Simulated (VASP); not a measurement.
# SiO2 (Fmmm) in VASP: single point with PBE

Aim: the single point of SiO2 with PBE.

All numbers are computed with VASP 6.6.1; they aren't measurements. Logs are shortened: lines on timing, memory, paths and dates and some standing lists are left out, and cuts for length are marked.

## (1) The cell of the first run

Symmetry: Fmmm, No. 69, orthorhombic system. Conventional cell: a = 5.378 Å, b = 12.438 Å, c = 12.998 Å, α = 90.00°, β = 90.00°, γ = 90.00°. Si (site symmetry m2m) has 4 O at 1.62 to 1.63 Å within 2.2 Å. Within 2.2 Å of Si (site symmetry mm2) lie 4 O at 1.63 Å. O (site symmetry 2/m) has 2 Si at 1.62 Å within 2.2 Å. Within 2.2 Å of O (site symmetry 2/m) lie 2 Si at 1.63 Å. Within 2.2 Å of O (site symmetry m) lie 2 Si at 1.63 Å.

## (2) Single point, PBE (biaxial strain in the a-b plane: +2.0 %, then relaxed in part)

INCAR

```
SYSTEM = SiO2
PREC = Accurate
ENCUT = 520
EDIFF = 1E-7
ISMEAR = 0
SIGMA = 0.02
LREAL = .FALSE.
LASPH = .TRUE.
NELM = 100
ALGO = Normal
ISIF = 2
LWAVE = .FALSE.
LCHARG = .FALSE.
GGA = PE
NBANDS = 44
```

KPOINTS

```
Automatic mesh
0
G
  6 6 6
  0 0 0
```

POSCAR

```
SiO2
1.0
   -4.5953601317      4.5953601317      2.6892413056
    4.5953601317     -4.5953601317      2.6892413056
    4.3975624355      4.3975624355     -2.6892413056
Si O
4 8
Direct
    0.1772336531      0.1772336531      0.3544673061
    0.8213681758      0.1786318242      0.0000000000
    0.1786318242      0.8213681758      0.0000000000
    0.8227663469      0.8227663469      0.6455326939
    0.5000000000      0.5000000000      0.5000000000
    0.0000000000      0.5000000000      0.0000000000
    0.5000000000      0.0000000000      0.0000000000
    0.0000000000      0.0000000000      0.5000000000
    0.0007931537      0.2104037704      0.2111969241
    0.7895962296     -0.0007931537      0.7888030759
    0.2104037704      0.0007931537      0.2111969241
   -0.0007931537      0.7895962296      0.7888030759
```

Potentials or basis: VASP PAW PBE potentials, release 64 (Si, O).

Run with:

```bash
cat potpaw_PBE.64/Si/POTCAR potpaw_PBE.64/O/POTCAR > POTCAR
mpirun -np 1 vasp_std > vasp.out
```

OUTCAR:

```text
SYSTEM = SiO2
   PREC = Accurate
   ENCUT = 520
   EDIFF = 1E-7
   ISMEAR = 0
   LREAL = .FALSE.
   LASPH = .TRUE.
   NELM = 100
   ISIF = 2
   GGA = PE

 ion  position               nearest neighbor table
   1  0.177  0.177  0.354-   5 1.62   8 1.62   9 1.63  11 1.63
   2  0.821  0.179  0.000-   9 1.63  10 1.63   6 1.63   7 1.63
   3  0.179  0.821  0.000-  11 1.63  12 1.63   6 1.63   7 1.63
   4  0.823  0.823  0.646-   5 1.62   8 1.62  10 1.63  12 1.63
   5  0.500  0.500  0.500-   4 1.62   1 1.62
   6  0.000  0.500  0.000-   2 1.63   3 1.63
   7  0.500  0.000  0.000-   2 1.63   3 1.63
   8  0.000  0.000  0.500-   1 1.62   4 1.62
   9  0.001  0.210  0.211-   2 1.63   1 1.63
  10  0.790  0.999  0.789-   2 1.63   4 1.63
  11  0.210  0.001  0.211-   3 1.63   1 1.63
  12  0.999  0.790  0.789-   3 1.63   4 1.63

  LATTYP: Found a face centered orthorhombic cell.
 ALAT       =     5.3784826112
 B/A-ratio  =     2.3125825208
 C/A-ratio  =     2.4166000309

  Lattice vectors:

 A1 = (  -0.1977976962,   8.9929225672,   0.0000000000)
 A2 = (  -4.5953601317,   4.5953601317,   2.6892413056)
 A3 = (   4.3975624355,   4.3975624355,   2.6892413056)

Analysis of symmetry for initial positions (statically):
=====================================================================
 Subroutine PRICEL returns:
 Original cell was already a primitive cell.

 Routine SETGRP: Setting up the symmetry group for a
 face centered orthorhombic supercell.

 Subroutine GETGRP returns: Found  8 space group operations
 (whereof  8 operations were pure point group operations)
 out of a pool of  8 trial point group operations.

The static configuration has the point symmetry D_2h.

Analysis of symmetry for dynamics (positions and initial velocities):
=====================================================================
 Subroutine PRICEL returns:
 Original cell was already a primitive cell.

 Routine SETGRP: Setting up the symmetry group for a
 face centered orthorhombic supercell.

 Subroutine GETGRP returns: Found  8 space group operations
 (whereof  8 operations were pure point group operations)
 out of a pool of  8 trial point group operations.

The dynamic configuration has the point symmetry D_2h.

 Subroutine INISYM returns: Found  8 space group operations
 (whereof  8 operations are pure point group operations),
 and found     1 'primitive' translations

[... 126 lines left out ...]
   NUPDOWN=      -1.0000    fix difference up-down
   EMIN   =  10.00;   EMAX   =-10.00  energy-range for DOS
   EFERMI =   0.00;   METHOD = LEGACY
   ISMEAR =     0;   SIGMA  =   0.02  broadening in eV -4-tet -1-fermi 0-gaus
   EFERMI_NEDOS =   21; number of points for ismear=-14 and -15
   IALGO  =     38    algorithm
   IMIX   =      4    mixing-type and parameters
     AMIX     =   0.40;   BMIX     =  1.00
     AMIX_MAG =   1.60;   BMIX_MAG =  1.00
  volume/ion in A,a.u.               =      18.12       122.25
  Fermi-wavevector in a.u.,A,eV,Ry     =   1.089083  2.058069 16.137899  1.186102
  Thomas-Fermi vector in A             =   2.225279
   LORBIT       =      0    0 simple, 1 ext, 2 COOP (PROOUT), +10 PAW based schemes
   GGA     = PE    functional components
   LHFCALC =     F    Hartree Fock is set to
   AEXX    =    0.0000 exact exchange contribution
   IVDW    =     0    specifies the selected vdW correction
   LEPSILON=     F    determine dielectric tensor
   LRPA    =     F    only Hartree local field effects (RPA)
 non-spin polarized calculation
 Gauss-broadening in eV      SIGMA  =   0.02
  energy-cutoff  :      520.00
  volume of cell :      217.38
 maximum number of plane-waves:      5878
 NGX is ok and might be reduce to    54
   NGX = 27   NGY = 27   NGZ = 25

 number of electron      63.9999981 magnetization

 Free energy of the ion-electron system (eV)
  ---------------------------------------------------
  ext. energy  EPLUGINS =         0.00000000
  ---------------------------------------------------
  free energy    TOTEN  =       -94.76828525 eV

  energy without entropy =      -94.76828525  energy(sigma->0) =      -94.76828525

 E-fermi :  -1.1749     XC(G=0):  -7.2131

 val. band max:       -1.2612308481   @ k =   0.0000   0.0000   0.0000
 cond. band min:       3.9632432984   @ k =   0.0000   0.0000   0.0000
 fundamental gap:      5.2244741465
 Fermi energy:        -1.1748817131

 k-point     1 :       0.0000    0.0000    0.0000
  band No.  band energies     occupation
      1     -20.5538      2.00000
      2     -19.6929      2.00000
      3     -19.2693      2.00000
      4     -19.1750      2.00000
      5     -18.6540      2.00000
      6     -18.6477      2.00000
[... 1117 lines left out ...]
     43       8.9305      0.00000
     44       9.6947      0.00000

 [... further k-points ...]

------------------------ aborting loop because EDIFF is reached ----------------------------------------

  FORCE on cell =-STRESS in cart. coord.  units (eV):
  Direction    XX          YY          ZZ          XY          YZ          ZX
  --------------------------------------------------------------------------------------
  -------------------------------------------------------------------------------------
  Total       -2.1206839     -2.1206839     -5.5732671      2.1658602      0.0000000      0.0000000
  in kB      -15.6302233    -15.6302233    -41.0770369     15.9631893      0.0000000      0.0000000
  external PRESSURE =     -24.1124945 kB  Pullay stress =       0.0000000 kB

 VOLUME and BASIS-vectors are now :
 -----------------------------------------------------------------------------
  energy-cutoff  :      520.00
  volume of cell :      217.38
      direct lattice vectors                 reciprocal lattice vectors
    -4.595360132  4.595360132  2.689241306     0.002446976  0.111252376  0.185926045
     4.595360132 -4.595360132  2.689241306     0.111252376  0.002446976  0.185926045
     4.397562436  4.397562436 -2.689241306     0.113699352  0.113699352  0.000000000

 POSITION                                       TOTAL-FORCE (eV/Angst)
 -----------------------------------------------------------------------------------
      1.55879      1.55879      0.00000         0.017996      0.017996     -0.000000
     -2.95361      2.95361      2.68924         0.020731     -0.020731     -0.000000
      2.95361     -2.95361      2.68924        -0.020731      0.020731     -0.000000
      2.83877      2.83877      2.68924        -0.017996     -0.017996      0.000000
      2.19878      2.19878      1.34462         0.000000      0.000000     -0.000000
      2.29768     -2.29768      1.34462         0.000000      0.000000     -0.000000
     -2.29768      2.29768      1.34462         0.000000      0.000000     -0.000000
      2.19878      2.19878     -1.34462         0.000000      0.000000     -0.000000
      1.89199     -0.03448      0.00000        -0.010682      0.001231     -0.000000
      4.43205      2.50557      2.68924        -0.001231      0.010682      0.000000
     -0.03448      1.89199      0.00000         0.001231     -0.010682     -0.000000
      2.50557      4.43205      2.68924         0.010682     -0.001231     -0.000000
 -----------------------------------------------------------------------------------
    total drift:                               -0.000000      0.000000     -0.000000

  FREE ENERGIE OF THE ION-ELECTRON SYSTEM (eV)
  ---------------------------------------------------
  free  energy   TOTEN  =       -94.7682852502 eV

  energy  without entropy=      -94.7682852502  energy(sigma->0) =      -94.76828525
```

OSZICAR:

```text
N       E                     dE             d eps       ncg     rms          rms(c)
DAV:   1     0.452943338578E+03    0.45294E+03   -0.31392E+04  4048   0.129E+03
DAV:   2    -0.651884400744E+02   -0.51813E+03   -0.49657E+03  5196   0.308E+02
DAV:   3    -0.107471067019E+03   -0.42283E+02   -0.42061E+02  4928   0.949E+01
DAV:   4    -0.108121290658E+03   -0.65022E+00   -0.64884E+00  5040   0.130E+01
DAV:   5    -0.108134619983E+03   -0.13329E-01   -0.13317E-01  5004   0.179E+00    0.288E+01
DAV:   6    -0.948252807226E+02    0.13309E+02   -0.52647E+01  4640   0.327E+01    0.133E+01
DAV:   7    -0.948046957469E+02    0.20585E-01   -0.14839E+00  4988   0.492E+00    0.492E+00
DAV:   8    -0.947664245887E+02    0.38271E-01   -0.72091E-02  4960   0.165E+00    0.191E+00
DAV:   9    -0.947646890560E+02    0.17355E-02   -0.46919E-02  5056   0.122E+00    0.415E-01
DAV:  10    -0.947682496202E+02   -0.35606E-02   -0.36031E-03  4396   0.277E-01    0.140E-01
DAV:  11    -0.947683330713E+02   -0.83451E-04   -0.11349E-03  4400   0.190E-01    0.538E-02
DAV:  12    -0.947683056480E+02    0.27423E-04   -0.42422E-05  5188   0.322E-02    0.351E-02
DAV:  13    -0.947682863122E+02    0.19336E-04   -0.14024E-05  4416   0.199E-02    0.407E-03
DAV:  14    -0.947682853297E+02    0.98257E-06   -0.89373E-07  4800   0.482E-03    0.203E-03
DAV:  15    -0.947682852502E+02    0.79428E-07   -0.77973E-08  3104   0.176E-03
   1 F= -.94768285E+02 E0= -.94768285E+02  d E =-.419338E-12
```

Run time: 5.5 min. Hardware: 1 thread of AMD EPYC 9R45 (Zen 5), shared host; peak memory 0.53 GiB.

Results:

* Free energy: -94.7683 eV
* Pressure: -2.4 GPa
* Largest force: 0.029 eV/Å
* Band gap on the k mesh: 5.22 eV

Forces in eV/Å, atoms in the order of the input:
```
Si   0.018  0.018  0.000
Si   0.021 -0.021  0.000
Si  -0.021  0.021  0.000
Si  -0.018 -0.018  0.000
O    0.000  0.000  0.000
O    0.000  0.000  0.000
O    0.000  0.000  0.000
O    0.000  0.000  0.000
O   -0.011  0.001  0.000
O   -0.001  0.011  0.000
O    0.001 -0.011  0.000
O    0.011 -0.001  0.000
```

Caveat: the cell differs from its parent crystal (biaxial strain in the a-b plane: +2.0 %, then relaxed in part). A k mesh can miss the band edges.
